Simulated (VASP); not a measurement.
# Rh (Immm) in VASP: a series of runs

Rh is run at these levels: PBE; tasks: single point.

All numbers are computed with VASP 6.6.1; they aren't measurements. Logs are shortened: lines on timing, memory, paths and dates and some standing lists are left out, and cuts for length are marked.

**1. The cell of the first run**

It takes space group Immm (No. 71, orthorhombic). Conventional cell: a = 2.654 Å, b = 2.712 Å, c = 3.863 Å, α = 90.00°, β = 90.00°, γ = 90.00°. Within 3.5 Å of Rh (site symmetry mmm) lie 12 Rh at 2.65 to 2.71 Å.

**2. Single point, PBE (uniaxial strain along a: -2.0 %, then relaxed in part)**

INCAR

```
ALGO = Fast
EDIFF = 1E-6
ENCUT = 520
GGA = PE
ISIF = 2
ISMEAR = 0
LASPH = True
LCHARG = False
LREAL = False
LWAVE = False
NBANDS = 22
NELM = 100
PREC = Accurate
SIGMA = 0.1
```

KPOINTS

```
k-points
0
Gamma
  20 20 14
```

POSCAR

```
Rh
1.0
    1.8766695683      1.8766695683      0.0000000000
   -1.9174868723      1.9174868723      0.0000000000
    0.0000000000      0.0000000000      3.8627558517
Rh
2
Direct
    0.0000000000      0.0000000000      0.0000000000
    0.5000000000      0.5000000000      0.5000000000
```

Potentials or basis: VASP PAW PBE potentials, release 64 (Rh_pv).

Command:

```sh
$ cat potpaw_PBE.64/Rh_pv/POTCAR > POTCAR
$ mpirun -np 1 vasp_std > vasp.out
```

OUTCAR:

```text
EDIFF = 1E-6
   ENCUT = 520
   GGA = PE
   ISIF = 2
   ISMEAR = 0
   LASPH = True
   LREAL = False
   NELM = 100
   PREC = Accurate

 ion  position               nearest neighbor table
   1  0.000  0.000  0.000-   2 2.71   2 2.71   2 2.71   2 2.71   2 2.71   2 2.71   2 2.71   2 2.71

   2  0.500  0.500  0.500-   1 2.71   1 2.71   1 2.71   1 2.71   1 2.71   1 2.71   1 2.71   1 2.71

  LATTYP: Found a simple orthorhombic cell.
 ALAT       =     2.6540115556
 B/A-ratio  =     1.0217498619
 C/A-ratio  =     1.4554404797

  Lattice vectors:

 A1 = (   1.8766695683,   1.8766695683,   0.0000000000)
 A2 = (  -1.9174868723,   1.9174868723,   0.0000000000)
 A3 = (   0.0000000000,   0.0000000000,   3.8627558517)

Analysis of symmetry for initial positions (statically):
=====================================================================
 Subroutine PRICEL returns following result:

  LATTYP: Found a body centered orthorhombic cell.
 ALAT       =     2.6540115556
 B/A-ratio  =     1.0217498619
 C/A-ratio  =     1.4554404797

  Lattice vectors:

 A1 = (   0.0204086520,  -1.8970782203,  -1.9313779258)
 A2 = (  -0.0204086520,   1.8970782203,  -1.9313779259)
 A3 = (   1.8970782203,  -0.0204086520,   1.9313779259)

   2 primitive cells build up your supercell.

 Routine SETGRP: Setting up the symmetry group for a
 simple orthorhombic supercell.

 Subroutine GETGRP returns: Found  8 space group operations
 (whereof  8 operations were pure point group operations)
 out of a pool of  8 trial point group operations.

The static configuration has the point symmetry D_2h.

Analysis of symmetry for dynamics (positions and initial velocities):
=====================================================================
 Subroutine PRICEL returns following result:

  LATTYP: Found a body centered orthorhombic cell.
 ALAT       =     2.6540115556
 B/A-ratio  =     1.0217498619
 C/A-ratio  =     1.4554404797

  Lattice vectors:

 A1 = (   0.0204086520,  -1.8970782203,  -1.9313779258)
 A2 = (  -0.0204086520,   1.8970782203,  -1.9313779259)
 A3 = (   1.8970782203,  -0.0204086520,   1.9313779259)

   2 primitive cells build up your supercell.

 Routine SETGRP: Setting up the symmetry group for a
 simple orthorhombic supercell.
[... 95 lines left out ...]
   ISTART =      0    job   : 0-new  1-cont  2-samecut
   ICHARG =      2    charge: 1-file 2-atom 10-const
   ISPIN  =      1    spin polarized calculation?
   LNONCOLLINEAR =      F non collinear calculations
   LSORBIT =      F    spin-orbit coupling
   LASPH  =      T    aspherical Exc in radial PAW
   ENCUT  =  520.0 eV  38.22 Ry    6.18 a.u.   4.93  5.04  7.18*2*pi/ulx,y,z
   NELM   =    100;   NELMIN=  2; NELMDL= -5     # of ELM steps
   EDIFF  = 0.1E-05   stopping-criterion for ELM
   LREAL  =      F    real-space projection
   EDIFFG = 0.1E-04   stopping-criterion for IOM
   NSW    =      0    number of steps for IOM
   IBRION =     -1    ionic relax: 0-MD 1-quasi-New 2-CG
   NFREE  =      0    steps in history (QN), initial steepest desc. (CG)
   ISIF   =      2    stress and relaxation
   ISYM   =      2    0-nonsym 1-usesym 2-fastsym
   POTIM  = 0.5000    time-step for ionic-motion
   TEBEG  =    0.0;   TEEND  =   0.0 temperature during run
   PSTRESS=    0.0 pullay stress
   NELECT =      30.0000    total number of electrons
   NUPDOWN=      -1.0000    fix difference up-down
   EMIN   =  10.00;   EMAX   =-10.00  energy-range for DOS
   EFERMI =   0.00;   METHOD = LEGACY
   ISMEAR =     0;   SIGMA  =   0.10  broadening in eV -4-tet -1-fermi 0-gaus
   EFERMI_NEDOS =   21; number of points for ismear=-14 and -15
   IALGO  =     68    algorithm
   IMIX   =      4    mixing-type and parameters
     AMIX     =   0.40;   BMIX     =  1.00
     AMIX_MAG =   1.60;   BMIX_MAG =  1.00
  volume/ion in A,a.u.               =      13.90        93.80
  Fermi-wavevector in a.u.,A,eV,Ry     =   1.679188  3.173206 38.363990  2.819674
  Thomas-Fermi vector in A             =   2.763145
   LORBIT       =      0    0 simple, 1 ext, 2 COOP (PROOUT), +10 PAW based schemes
   GGA     = PE    functional components
   LHFCALC =     F    Hartree Fock is set to
   AEXX    =    0.0000 exact exchange contribution
   IVDW    =     0    specifies the selected vdW correction
   LEPSILON=     F    determine dielectric tensor
   LRPA    =     F    only Hartree local field effects (RPA)
 non-spin polarized calculation
 RMM-DIIS sequential band-by-band and
 Gauss-broadening in eV      SIGMA  =   0.10
  energy-cutoff  :      520.00
  volume of cell :       27.80
 maximum number of plane-waves:       768
 NGX is ok and might be reduce to    20
   NGX =  9   NGY = 11   NGZ = 15

 number of electron      30.0000007 magnetization

 Free energy of the ion-electron system (eV)
  ---------------------------------------------------
  ext. energy  EPLUGINS =         0.00000000
  ---------------------------------------------------
  free energy    TOTEN  =       -14.50897520 eV

  energy without entropy =      -14.49628238  energy(sigma->0) =      -14.50262879

 E-fermi :  11.6996     XC(G=0): -13.9605

 val. band max:       11.6970391224   @ k =   0.5000   0.4000   0.1429
 cond. band min:      11.6997321178   @ k =   0.0000   0.3500   0.0714
 fundamental gap:      0.0026929954
 Fermi energy:        11.6995685199

 k-point     1 :       0.0000    0.0000    0.0000
  band No.  band energies     occupation
      1     -35.3194      2.00000
      2     -34.9089      2.00000
      3     -34.8844      2.00000
      4     -34.6621      2.00000
      5     -34.6561      2.00000
      6     -34.6481      2.00000
[... 589 lines left out ...]
     21      25.8095      0.00000
     22      28.1594      0.00000

 [... further k-points ...]

------------------------ aborting loop because EDIFF is reached ----------------------------------------

  FORCE on cell =-STRESS in cart. coord.  units (eV):
  Direction    XX          YY          ZZ          XY          YZ          ZX
  --------------------------------------------------------------------------------------
  -------------------------------------------------------------------------------------
  Total        0.7648542      0.7648542      0.0057805      0.7616184      0.0000000      0.0000000
  in kB       44.0800166     44.0800166      0.3331419     43.8935342      0.0000000      0.0000000
  external PRESSURE =      29.4977250 kB  Pullay stress =       0.0000000 kB

 VOLUME and BASIS-vectors are now :
 -----------------------------------------------------------------------------
  energy-cutoff  :      520.00
  volume of cell :       27.80
      direct lattice vectors                 reciprocal lattice vectors
     1.876669568  1.876669568  0.000000000     0.266429428  0.266429428  0.000000000
    -1.917486872  1.917486872  0.000000000    -0.260757978  0.260757978  0.000000000
     0.000000000  0.000000000  3.862755852     0.000000000  0.000000000  0.258882528

 POSITION                                       TOTAL-FORCE (eV/Angst)
 -----------------------------------------------------------------------------------
      0.00000      0.00000      0.00000         0.000000      0.000000     -0.000000
     -0.02041      1.89708      1.93138        -0.000000     -0.000000      0.000000
 -----------------------------------------------------------------------------------
    total drift:                               -0.000000      0.000000      0.000000

  FREE ENERGIE OF THE ION-ELECTRON SYSTEM (eV)
  ---------------------------------------------------
  free  energy   TOTEN  =       -14.5089752009 eV

  energy  without entropy=      -14.4962823772  energy(sigma->0) =      -14.50262879
```

stdout:

```text
POSCAR found type information on POSCAR Rh
 POSCAR found :  1 types and       2 ions
 scaLAPACK will be used
 LDA part: xc-table for (Slater+PW92), standard interpolation
 POSCAR, INCAR and KPOINTS ok, starting setup
 FFT: planning ... GRIDC
 FFT: planning ... GRID_SOFT
 FFT: planning ... GRID
 WAVECAR not read
 entering main loop
```

It took 2.9 min on 1 thread of Intel Xeon 6975P-C (Granite Rapids), shared host; peak memory 0.51 GiB.

What came out:

| Quantity | Value |
| --- | --- |
| Free energy | -14.5090 eV |
| Pressure | 2.9 GPa |
| Band gap on the k mesh | zero (bands 15 and 16 overlap by 2.43 eV) |

Caveat: the cell differs from its parent crystal (uniaxial strain along a: -2.0 %, then relaxed in part).

**3. Single point, PBE (uniaxial strain along a: -2.0 %)**

INCAR

```
PREC = Accurate
ENCUT = 520
EDIFF = 1E-6
ISMEAR = 0
SIGMA = 0.1
LREAL = False
LASPH = True
NELM = 100
ALGO = Fast
ISIF = 2
LWAVE = False
LCHARG = True
GGA = PE
LELF = True
LVHAR = True
NBANDS = 22
```

KPOINTS

```
regular mesh
0
Gamma
  20 20 14
```

POSCAR

```
Rh
1.0
    1.8766695683      1.8766695683      0.0000000000
   -1.9245437920      1.9245437920      0.0000000000
    0.0000000000      0.0000000000      3.8490875840
Rh
2
Direct
    0.0000000000      0.0000000000      0.0000000000
    0.5000000000      0.5000000000      0.5000000000
```

Potentials or basis: VASP PAW PBE potentials, release 64 (Rh_pv).

Command:

```sh
$ cat potpaw_PBE.64/Rh_pv/POTCAR > POTCAR
$ mpirun -np 1 vasp_std > vasp.out
```

Wall time 2.9 min (1 thread of Intel Xeon 6975P-C (Granite Rapids), shared host); peak memory 0.51 GiB.

The run converged. Its results:

| Item | Value |
| --- | --- |
| Free energy | -14.5084 eV |
| Pressure | 2.9 GPa |
| Band gap on the k mesh | zero (bands 15 and 16 overlap by 2.41 eV) |

Stress tensor (GPa, compression positive):
```
3.98 5.05 0.00
5.05 3.98 0.00
0.00 0.00 0.84
```

Levels at points of the mesh, in eV from the Fermi level:
| k point | band 12 | band 13 | band 14 | band 15 | band 16 | band 17 | band 18 | band 19 |
| --- | --- | --- | --- | --- | --- | --- | --- | --- |
| (0.00, 0.00, 0.00) | -2.82 | -1.04 | -0.89 | 0.54 | 0.96 | 0.97 | 3.08 | 11.91 |
| (0.50, 0.00, 0.00) | -3.30 | -2.00 | -2.00 | -1.10 | -1.10 | 3.31 | 3.31 | 13.21 |
| (0.00, 0.50, 0.00) | -3.46 | -1.68 | -1.68 | -0.97 | -0.97 | 2.87 | 2.87 | 12.97 |
| (0.50, 0.50, 0.00) | 0.51 | 0.91 | 0.91 | 1.05 | 1.05 | 3.35 | 3.35 | 12.26 |
| (0.00, 0.00, 0.50) | -1.97 | -1.49 | -1.49 | -1.29 | -1.29 | -0.21 | -0.21 | 18.24 |
| (0.50, 0.00, 0.50) | -3.05 | 0.48 | 0.48 | 0.69 | 0.69 | 0.88 | 0.88 | 8.73 |
| (0.00, 0.50, 0.50) | -2.87 | 0.50 | 0.50 | 0.58 | 0.58 | 0.62 | 0.62 | 8.34 |
| (0.50, 0.50, 0.50) | -3.64 | -1.19 | -1.19 | 1.04 | 1.04 | 9.52 | 9.52 | 9.58 |

Caveat: the cell differs from its parent crystal (uniaxial strain along a: -2.0 %).

**4. Single point, PBE (uniaxial strain along a: -1.0 %, then relaxed in part)**

INCAR

```
SYSTEM = Rh
PREC = Accurate ; ENCUT = 520
EDIFF = 1E-7 ; ISMEAR = 0
SIGMA = 0.1 ; LREAL = .FALSE.
LASPH = .TRUE. ; NELM = 60
ALGO = Fast ; ISIF = 2
LWAVE = .FALSE. ; LCHARG = .FALSE.
GGA = PE ; NBANDS = 22
```

KPOINTS

```
regular mesh
0
G
  20 20 14
  0 0 0
```

POSCAR

```
Rh
1.0
    1.8958192578      1.8958192578      0.0000000000
   -1.9159666959      1.9159666959      0.0000000000
    0.0000000000      0.0000000000      3.8473040092
Rh
2
Direct
    0.0000000000      0.0000000000      0.0000000000
    0.5000000000      0.5000000000      0.5000000000
```

Potentials or basis: VASP PAW PBE potentials, release 64 (Rh_pv).

Command:

```sh
$ cat potpaw_PBE.64/Rh_pv/POTCAR > POTCAR
$ mpirun -np 1 vasp_std > vasp.out
```

OUTCAR:

```text
SYSTEM = Rh
   PREC = Accurate
   ENCUT = 520
   EDIFF = 1E-7
   ISMEAR = 0
   LREAL = .FALSE.
   LASPH = .TRUE.
   NELM = 60
   ISIF = 2
   GGA = PE

 ion  position               nearest neighbor table
   1  0.000  0.000  0.000-   2 2.71   2 2.71   2 2.71   2 2.71   2 2.71   2 2.71   2 2.71   2 2.71

   2  0.500  0.500  0.500-   1 2.71   1 2.71   1 2.71   1 2.71   1 2.71   1 2.71   1 2.71   1 2.71

  LATTYP: Found a simple orthorhombic cell.
 ALAT       =     2.6810933062
 B/A-ratio  =     1.0106272990
 C/A-ratio  =     1.4349757990

  Lattice vectors:

 A1 = (   1.8958192578,   1.8958192578,   0.0000000000)
 A2 = (  -1.9159666959,   1.9159666959,   0.0000000000)
 A3 = (   0.0000000000,   0.0000000000,   3.8473040092)

Analysis of symmetry for initial positions (statically):
=====================================================================
 Subroutine PRICEL returns following result:

  LATTYP: Found a body centered orthorhombic cell.
 ALAT       =     2.6810933062
 B/A-ratio  =     1.0106272990
 C/A-ratio  =     1.4349757990

  Lattice vectors:

 A1 = (   0.0100737190,  -1.9058929768,  -1.9236520046)
 A2 = (  -0.0100737190,   1.9058929768,  -1.9236520046)
 A3 = (   1.9058929769,  -0.0100737191,   1.9236520046)

   2 primitive cells build up your supercell.

 Routine SETGRP: Setting up the symmetry group for a
 simple orthorhombic supercell.

 Subroutine GETGRP returns: Found  8 space group operations
 (whereof  8 operations were pure point group operations)
 out of a pool of  8 trial point group operations.

The static configuration has the point symmetry D_2h.

Analysis of symmetry for dynamics (positions and initial velocities):
=====================================================================
 Subroutine PRICEL returns following result:

  LATTYP: Found a body centered orthorhombic cell.
 ALAT       =     2.6810933062
[... 125 lines left out ...]
   TEBEG  =    0.0;   TEEND  =   0.0 temperature during run
   PSTRESS=    0.0 pullay stress
   NELECT =      30.0000    total number of electrons
   NUPDOWN=      -1.0000    fix difference up-down
   EMIN   =  10.00;   EMAX   =-10.00  energy-range for DOS
   EFERMI =   0.00;   METHOD = LEGACY
   ISMEAR =     0;   SIGMA  =   0.10  broadening in eV -4-tet -1-fermi 0-gaus
   EFERMI_NEDOS =   21; number of points for ismear=-14 and -15
   IALGO  =     68    algorithm
   IMIX   =      4    mixing-type and parameters
     AMIX     =   0.40;   BMIX     =  1.00
     AMIX_MAG =   1.60;   BMIX_MAG =  1.00
  volume/ion in A,a.u.               =      13.97        94.31
  Fermi-wavevector in a.u.,A,eV,Ry     =   1.676196  3.167551 38.227376  2.809633
  Thomas-Fermi vector in A             =   2.760681
   LORBIT       =      0    0 simple, 1 ext, 2 COOP (PROOUT), +10 PAW based schemes
   GGA     = PE    functional components
   LHFCALC =     F    Hartree Fock is set to
   AEXX    =    0.0000 exact exchange contribution
   IVDW    =     0    specifies the selected vdW correction
   LEPSILON=     F    determine dielectric tensor
   LRPA    =     F    only Hartree local field effects (RPA)
 non-spin polarized calculation
 RMM-DIIS sequential band-by-band and
 Gauss-broadening in eV      SIGMA  =   0.10
  energy-cutoff  :      520.00
  volume of cell :       27.95
 maximum number of plane-waves:       772
 NGX is ok and might be reduce to    20
   NGX =  9   NGY = 11   NGZ = 15

 number of electron      30.0000012 magnetization

 Free energy of the ion-electron system (eV)
  ---------------------------------------------------
  ext. energy  EPLUGINS =         0.00000000
  ---------------------------------------------------
  free energy    TOTEN  =       -14.52040915 eV

  energy without entropy =      -14.50750426  energy(sigma->0) =      -14.51395671

 E-fermi :  11.6036     XC(G=0): -13.9265

 val. band max:       11.6029826547   @ k =   0.1000   0.0500   0.3571
 cond. band min:      11.6051313690   @ k =   0.0500   0.4000   0.1429
 fundamental gap:      0.0021487143
 Fermi energy:        11.6035692773

 k-point     1 :       0.0000    0.0000    0.0000
  band No.  band energies     occupation
      1     -35.3954      2.00000
      2     -34.9953      2.00000
      3     -34.9842      2.00000
      4     -34.7470      2.00000
      5     -34.7443      2.00000
      6     -34.7412      2.00000
[... 589 lines left out ...]
     21      25.3825      0.00000
     22      28.0711      0.00000

 [... further k-points ...]
[... 5 lines left out ...]
  --------------------------------------------------------------------------------------
  -------------------------------------------------------------------------------------
  Total        0.3667194      0.3667194      0.0103721      0.3585986      0.0000000      0.0000000
  in kB       21.0219517     21.0219517      0.5945737     20.5564321      0.0000000      0.0000000
  external PRESSURE =      14.2128257 kB  Pullay stress =       0.0000000 kB

 VOLUME and BASIS-vectors are now :
 -----------------------------------------------------------------------------
  energy-cutoff  :      520.00
  volume of cell :       27.95
      direct lattice vectors                 reciprocal lattice vectors
     1.895819258  1.895819258  0.000000000     0.263738222  0.263738222  0.000000000
    -1.915966696  1.915966696  0.000000000    -0.260964870  0.260964870  0.000000000
     0.000000000  0.000000000  3.847304009     0.000000000  0.000000000  0.259922272

 POSITION                                       TOTAL-FORCE (eV/Angst)
 -----------------------------------------------------------------------------------
      0.00000      0.00000      0.00000         0.000000      0.000000     -0.000000
     -0.01007      1.90589      1.92365        -0.000000     -0.000000      0.000000
 -----------------------------------------------------------------------------------
    total drift:                               -0.000000      0.000000      0.000000

  FREE ENERGIE OF THE ION-ELECTRON SYSTEM (eV)
  ---------------------------------------------------
  free  energy   TOTEN  =       -14.5204091498 eV

  energy  without entropy=      -14.5075042650  energy(sigma->0) =      -14.51395671
```

OSZICAR:

```text
N       E                     dE             d eps       ncg     rms          rms(c)
DAV:   1     0.327818268724E+03    0.32782E+03   -0.18416E+04 42654   0.156E+03
DAV:   2    -0.816580645134E+01   -0.33598E+03   -0.32425E+03 44296   0.473E+02
DAV:   3    -0.154704876411E+02   -0.73047E+01   -0.72625E+01 50182   0.782E+01
DAV:   4    -0.155234104475E+02   -0.52923E-01   -0.52918E-01 46874   0.677E+00
DAV:   5    -0.155243457453E+02   -0.93530E-03   -0.93529E-03 50510   0.909E-01    0.138E+01
RMM:   6    -0.145538015091E+02    0.97054E+00   -0.21921E+00 43528   0.125E+01    0.480E+00
RMM:   7    -0.145264739103E+02    0.27328E-01   -0.10235E-01 44479   0.257E+00    0.214E+00
RMM:   8    -0.145215881022E+02    0.48858E-02   -0.21413E-02 45821   0.141E+00    0.449E-01
RMM:   9    -0.145204265708E+02    0.11615E-02   -0.24383E-03 48716   0.456E-01    0.572E-02
RMM:  10    -0.145204097592E+02    0.16812E-04   -0.27975E-04 48823   0.175E-01    0.210E-02
RMM:  11    -0.145204092965E+02    0.46275E-06   -0.41457E-05 50898   0.769E-02    0.546E-03
RMM:  12    -0.145204082152E+02    0.10812E-05   -0.13484E-05 51743   0.417E-02    0.327E-03
RMM:  13    -0.145204090340E+02   -0.81872E-06   -0.39938E-06 51857   0.230E-02    0.625E-04
RMM:  14    -0.145204088260E+02    0.20799E-06   -0.12757E-06 47433   0.120E-02    0.144E-03
RMM:  15    -0.145204091468E+02   -0.32083E-06   -0.33198E-07 33345   0.672E-03    0.197E-04
RMM:  16    -0.145204091498E+02   -0.29549E-08   -0.11063E-07 28708   0.349E-03
   1 F= -.14520409E+02 E0= -.14513957E+02  d E =-.129049E-01
```

Wall time 3.6 min (1 thread of Intel Xeon 6975P-C (Granite Rapids), shared host); peak memory 0.51 GiB.

What came out:

* Free energy: -14.5204 eV
* Pressure: 1.4 GPa
* Band gap on the k mesh: zero (bands 15 and 16 overlap by 2.38 eV)

Caveat: the cell differs from its parent crystal (uniaxial strain along a: -1.0 %, then relaxed in part).

**5. Overview**

| cell | further INCAR settings | gap on the mesh (eV) | pressure (GPa) |
| --- | --- | --- | --- |
| a = 2.654, b = 2.712, c = 3.863 Å, 2 atoms | ALGO = Fast; EDIFF = 1e-06; NBANDS = 22 | none | 2.9 |
| a = 2.654, b = 2.722, c = 3.849 Å, 2 atoms | ALGO = Fast; EDIFF = 1e-06; NBANDS = 22 | none | 2.9 |
| a = 2.681, b = 2.710, c = 3.847 Å, 2 atoms | ALGO = Fast; EDIFF = 1e-07; NBANDS = 22 | none | 1.4 |

Alike in all rows: task single point; level PBE; potentials or basis VASP PAW PBE potentials, release 64 (Rh_pv); no spin polarisation; k mesh 20 × 20 × 14; cutoff (eV) 520; smearing gaussian 0.1 eV.

Absolute energies hang on the potentials; compare differences alone.
